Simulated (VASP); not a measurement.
Write the native input for VASP 6.6.1 that does the following.

| Quantity | Value |
| --- | --- |
| Task | single point |
| Functional | PBEsol |
| Potentials or basis | VASP PAW PBE potentials, release 64 (Co, O) |
| Cutoff | 520 eV |
| k mesh | 24 × 24 × 24 |
| Occupations | gaussian, width 0.15 eV |
| Spin | collinear spin, ferromagnetic start |
| Starting moments | [2.71, 0.36] μB |
| Dipole correction | no |
| Further INCAR settings | ALGO = Normal; EDIFF = 1e-06; NBANDS = 18 |

The structure of CoO lies in POSCAR:

```
CoO
1.0
   -1.5919462869      1.5919462869      1.8908714463
    1.5919462869     -1.5919462869      1.8908714463
    1.5919462869      1.5919462869     -1.8908714463
Co O
1 1
Direct
    0.0000000000      0.0000000000      0.0000000000
    0.5000000000      0.5000000000      0.0000000000
```

This cell differs from its parent crystal: ratio of the length along z to the lengths across it x 0.85, volume and fractional coordinates fixed.

One way to write it, as run:

INCAR

```
PREC     = Accurate       # precision mode
ENCUT    = 520            # plane-wave cutoff, eV
EDIFF    = 1E-6           # SCF threshold, eV
ISMEAR   = 0              # smearing method
SIGMA    = 0.15           # smearing width, eV
LREAL    = F              # projectors in reciprocal space
LASPH    = T              # aspherical terms in the spheres
NELM     = 150            # most SCF steps
ALGO     = Normal         # electronic algorithm
ISIF     = 2              # what is computed and relaxed
LWAVE    = F              # write WAVECAR
LCHARG   = T              # write CHGCAR
ISPIN    = 2              # spin polarisation
MAGMOM   = 2.71 0.36      # initial moments
LORBIT   = 11             # projections on sites
LMAXMIX  = 4              # l up to which the mixer works
GGA      = PS             # functional
LELF     = T              # ELF
LVHAR    = T            
NBANDS   = 18             # bands
```

KPOINTS

```
Automatic mesh
0
Gamma
  24 24 24
```

Potentials or basis: VASP PAW PBE potentials, release 64 (Co, O).

Run with:

```console
$ cat potpaw_PBE.64/Co/POTCAR potpaw_PBE.64/O/POTCAR > POTCAR
$ mpirun -np 1 vasp_std > vasp.out
```

Results of the run:

| Property | Result |
| --- | --- |
| Pressure | -2.0 GPa |
| Net moment | 2.73 μB per cell |
| Site moments | Co +2.38; O +0.29 μB |
| Valence electrons inside the program's atomic spheres | Co 7.96; O 4.97 |

Caveat: the PAW data sets were made with another functional, which shifts forces and pressure a little; a cell with one magnetic atom can't hold antiferromagnetic order, which such compounds often take.

Run time: 23 min on 1 thread of Oxide Virtual Turin-like Processor, with other jobs on the host, peak memory 0.57 GiB.
